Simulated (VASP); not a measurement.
A run of VASP 6.6.1 is set up as follows.

Contents of INCAR:

```
PREC     = Accurate       # precision mode
ENCUT    = 520            # plane-wave cutoff, eV
EDIFF    = 1E-7           # SCF threshold, eV
ISMEAR   = 0              # smearing method
SIGMA    = 0.1            # smearing width, eV
LREAL    = F              # projectors in reciprocal space
LASPH    = T              # aspherical terms in the spheres
NELM     = 100            # most SCF steps
ALGO     = Fast           # electronic algorithm
ISIF     = 2              # what is computed and relaxed
LWAVE    = F              # write WAVECAR
LCHARG   = F              # write CHGCAR
GGA      = PS             # functional
NBANDS   = 33             # bands
```

File KPOINTS:

```
Automatic mesh
0
Gamma
  10 10 10
```

File POSCAR:

```
Hf2Si
1.0
   -3.2882556836      3.2882556836      2.5959703585
    3.2882556836     -3.2882556836      2.5959703585
    3.2882556836      3.2882556836     -2.5959703585
Hf Si
4 2
Direct
    0.8431604606      0.6568395394      0.5000000000
    0.3431604606      0.8431604606      0.1863209212
    0.1568395394      0.3431604606      0.5000000000
    0.6568395394      0.1568395394      0.8136790788
    0.7500000000      0.7500000000      0.0000000000
    0.2500000000      0.2500000000      0.0000000000
```

Potentials or basis: VASP PAW PBE potentials, release 64 (Hf_pv, Si).

Run with:

```console
$ cat potpaw_PBE.64/Hf_pv/POTCAR potpaw_PBE.64/Si/POTCAR > POTCAR
$ mpirun -np 1 vasp_std > vasp.out
```

Problem. Predict the band gap on the k mesh.

Solution. Zero (band 24 reaches 6.42 eV, above the bottom of band 25 at 5.64 eV).

Problem. Predict the largest force.

Solution. 0.008 eV/Å.

Problem. Predict the pressure.

Solution. -4.4 GPa.

Forces in eV/Å, atoms in the order of the input:
```
Hf  -0.006  0.006  0.000
Hf   0.006  0.006  0.000
Hf   0.006 -0.006  0.000
Hf  -0.006 -0.006  0.000
Si   0.000  0.000  0.000
Si   0.000  0.000  0.000
```

Caveat: the PAW data sets were made with another functional, which shifts forces and pressure a little; spin-orbit coupling is left out, which moves the levels of the heavy elements.
